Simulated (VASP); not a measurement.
A run of VASP 6.6.1:

Contents of INCAR:

```
PREC = Accurate ; ENCUT = 520
EDIFF = 1E-6 ; ISMEAR = -1
SIGMA = 0.05 ; LREAL = False
LASPH = True ; NELM = 100
ALGO = Normal ; ISIF = 2
LWAVE = False ; LCHARG = False
GGA = PE ; NBANDS = 21
```

KPOINTS

```
Automatic mesh
0
Gamma
  13 13 13
```

POSCAR

```
Mo
1.0
    0.0000000000      2.6644259391      2.6644259391
    2.6644259391      0.0000000000      2.6644259391
    2.6644259391      2.6644259391      0.0000000000
Mo
2
Direct
   -0.1250000000     -0.1250000000     -0.1250000000
    0.1250000000      0.1250000000      0.1250000000
```

Potentials or basis: VASP PAW PBE potentials, release 64 (Mo_sv).

The run is started by

```bash
$ cat potpaw_PBE.64/Mo_sv/POTCAR > POTCAR
$ mpirun -np 1 vasp_std > vasp.out
```

Hardware: 1 thread of Intel(R) Xeon(R) Platinum 8488C (Sapphire Rapids), on a shared host.

Question: Estimate the wall time of this run.

Answer: Wall time 25 s on 1 thread of Intel(R) Xeon(R) Platinum 8488C (Sapphire Rapids), on a shared host, peak memory 0.18 GiB. Counts: scf iterations 11, k points 84.
